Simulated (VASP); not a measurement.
Write the native input for VASP 6.6.1 that does the following.

- Task: single point
- Functional: PBEsol
- Potentials or basis: VASP PAW PBE potentials, release 64 (Al)
- Cutoff: 520 eV
- k mesh: 16 × 16 × 16
- Occupations: gaussian, width 0.1 eV
- Spin: no spin polarisation
- Dipole correction: no
- Further INCAR settings: ALGO = Fast; EDIFF = 1e-06; NBANDS = 8

The structure of Al lies in POSCAR:

```
Al
1.0
   -1.6522737511      1.6745508128      1.6120000061
    1.6348339943     -1.6781787914      1.5981882279
    1.6350567649      1.6609618052     -1.6156279847
Al
1
Direct
    0.0000000000      0.0000000000      0.0000000000
```

This cell differs from its parent crystal: the cell strained at random.

These files were run (other wordings do the same):

INCAR

```
ALGO = Fast ; EDIFF = 1E-6
ENCUT = 520 ; GGA = PS
ISIF = 2 ; ISMEAR = 0
LASPH = True ; LCHARG = False
LREAL = False ; LWAVE = False
NBANDS = 8 ; NELM = 80
PREC = Accurate ; SIGMA = 0.1
```

KPOINTS

```
k-points
0
Gamma
  16 16 16
```

Potentials or basis: VASP PAW PBE potentials, release 64 (Al).

Launch:

```bash
$ cat potpaw_PBE.64/Al/POTCAR > POTCAR
$ mpirun -np 1 vasp_std > vasp.out
```

It gave:

```
Pressure               : -3.5 GPa
Band gap on the k mesh : zero (an odd number of electrons rules out a gap without spin polarisation)
```

Caveat: the cell differs from its parent crystal (the cell strained at random); the cell stands under tension; the PAW data sets were made with another functional, which shifts forces and pressure a little.

Wall time 71 s on 1 thread of Intel(R) Xeon(R) 6975P-C (Granite Rapids), with other jobs on the host, peak memory 0.35 GiB.
